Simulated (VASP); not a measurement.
Write the native input for VASP 6.6.1 that does the following.

| Property | Result |
| --- | --- |
| Task | single point |
| Functional | PBE |
| Potentials or basis | VASP PAW PBE potentials, release 64 (Cd, Se) |
| Cutoff | 520 eV |
| k mesh | 6 × 6 × 4 |
| Occupations | gaussian, width 0.05 eV |
| Spin | no spin polarisation |
| Dipole correction | no |
| Further INCAR settings | ALGO = Normal; EDIFF = 1e-06; NBANDS = 26 |

The structure of CdSe lies in POSCAR:

```
CdSe
1.0
    4.4059624121      0.0000000000      0.0000000000
   -2.2029812060      3.8156753770      0.0000000000
    0.0000000000      0.0000000000      7.3659600000
Cd Se
2 2
Direct
    0.6666666667      0.3333333333      0.0000000000
    0.3333333333      0.6666666667      0.5000000000
    0.6666666667      0.3333333333      0.3750000000
    0.3333333333      0.6666666667      0.8750000000
```

This cell differs from its parent crystal: strain +0.025 along x and y, +0.050 along z.

The input as run:

INCAR

```
PREC     = Accurate       # precision mode
ENCUT    = 520            # plane-wave cutoff, eV
EDIFF    = 1E-6           # SCF threshold, eV
ISMEAR   = 0              # smearing method
SIGMA    = 0.05           # smearing width, eV
LREAL    = False          # projectors in reciprocal space
LASPH    = True           # aspherical terms in the spheres
NELM     = 100            # most SCF steps
ALGO     = Normal         # electronic algorithm
ISIF     = 2              # what is computed and relaxed
LWAVE    = False          # write WAVECAR
LCHARG   = True           # write CHGCAR
GGA      = PE             # functional
LELF     = True           # ELF
LVHAR    = True         
NBANDS   = 26             # bands
```

KPOINTS

```
Automatic mesh
0
Gamma
  6 6 4
```

Potentials or basis: VASP PAW PBE potentials, release 64 (Cd, Se).

The run is started by

```sh
$ cat potpaw_PBE.64/Cd/POTCAR potpaw_PBE.64/Se/POTCAR > POTCAR
$ mpirun -np 1 vasp_std > vasp.out
```

It gave:

```
Pressure               : -1.4 GPa
Largest force          : 0.079 eV/Å
Band gap on the k mesh : 0.44 eV, direct
```

Caveat: the cell differs from its parent crystal (strain +0.025 along x and y, +0.050 along z).

Run time: 30 s on 1 thread of Intel(R) Xeon(R) 6975P-C (Granite Rapids), with other jobs on the host, peak memory 0.27 GiB.
